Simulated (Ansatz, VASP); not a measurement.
# One calculation of Ni, two programs

```
Ni
1.0
     2.40100    0.00000    0.00000
    -1.20050    2.07932    0.00000
     0.00000    0.00000    7.85877
Ni
4
Direct
  0.00000 0.00000 0.00000
  0.00000 0.00000 0.50000
  0.33333 0.66667 0.25000
  0.66667 0.33333 0.75000
```

Alike in both runs: task single point; functional revPBE; k mesh 16 × 16 × 5; occupations fermi-dirac, width 0.05 eV; collinear spin.

|  | VASP | Ansatz |
| --- | --- | --- |
| version | VASP 6.6.1 | Ansatz 0.2.0 |
| potentials or method | VASP PAW PBE potentials, release 64 (Ni), cutoff 520 eV | plane waves (420 eV) with PAW, scalar-relativistic |
| valence electrons in the cell | 40 | 72 |

|  | VASP | Ansatz | Ansatz less VASP |
| --- | --- | --- | --- |
| net moment per atom (μB) | 0.59 | 0.59 | +0.007 |
| size of the moment on the site where the two differ most (μB) | 0.60 | 0.64 | +0.041 |

VASP's potentials were made for PBE, not for revPBE. Site moments also hang on the region over which each program counts them. VASP's potentials hold 40 valence electrons a cell and Ansatz's 72, so a difference there can come from the potentials and not from the codes.
